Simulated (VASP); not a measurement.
Si, 7 atoms in the cell. The typed cell holds 7 atoms: a = 5.430 Å, b = 5.430 Å, c = 5.430 Å, α = 90.00°, β = 90.00°, γ = 90.00°. 

| Item | Value |
| --- | --- |
| Program | VASP 6.6.1 |
| Task | single point |
| Functional | PBE |
| Potentials or basis | VASP PAW PBE potentials, release 64 (Si) |
| Cutoff | 500 eV |
| k mesh | 1 × 1 × 1, shifted |
| Occupations | fermi-dirac, width 0.01 eV |
| Spin | no spin polarisation |
| Dipole correction | no |
| Further INCAR settings | ALGO = Normal; EDIFF = 1e-06; NBANDS = 23 |

Potentials or basis: VASP PAW PBE potentials, release 64 (Si).

Run with:

```console
$ cat potpaw_PBE.64/Si/POTCAR > POTCAR
$ mpirun -np 1 vasp_std > vasp.out
```

Hardware: 1 thread of Intel Xeon 8259CL, on a shared host.

How long does it take, and how much memory?

It took 29 s on 1 thread of Intel Xeon 8259CL, on a shared host, peak memory 0.22 GiB. Counts: scf iterations 14, k points 4.
